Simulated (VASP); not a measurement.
GaP: single point with PBEsol

The system is GaP.

```
Ga P
1.0
     0.00000    2.67075    2.72525
     2.67075    0.00000    2.72525
     2.67075    2.67075    0.00000
Ga P
1 1
Direct
  0.00000 0.00000 0.00000
  0.75000 0.75000 0.75000
```

This cell differs from its parent crystal: equal xx and yy strain of -2 %.

| Quantity | Value |
| --- | --- |
| Program | VASP 6.6.1 |
| Task | single point |
| Functional | PBEsol |
| Potentials or basis | VASP PAW PBE potentials, release 64 (Ga_d, P) |
| Cutoff | 520 eV |
| k mesh | 12 × 12 × 12 |
| Occupations | fermi-dirac, width 0.08 eV |
| Spin | no spin polarisation |

- Pressure: 3.0 GPa
- Band gap on the k mesh: 1.30 eV (least direct gap 2.04 eV)

Stress tensor (GPa, compression positive):
```
3.50 0.00 0.00
0.00 3.50 0.00
0.00 0.00 1.93
```

Levels at points of the mesh, in eV from the valence-band top:
```csv
k point,band 7,band 8,band 9,band 10,band 11,band 12
"(0.00, 0.00, 0.00)",-0.12,0.00,0.00,2.04,3.76,3.76
"(0.50, 0.00, 0.00)",-6.97,-1.32,-1.14,1.66,4.53,4.68
"(0.50, 0.50, 0.00)",-7.14,-2.80,-2.80,1.49,1.76,10.82
"(0.50, 0.00, 0.50)",-7.00,-2.95,-2.94,1.34,1.57,10.77
```

Wall time 2.2 min on 1 thread of Intel Xeon 8259CL, with other jobs on the host, peak memory 0.23 GiB.

Caveat: the cell differs from its parent crystal (equal xx and yy strain of -2 %); the PAW data sets were made with another functional, which shifts forces and pressure a little. A k mesh can miss the band edges.
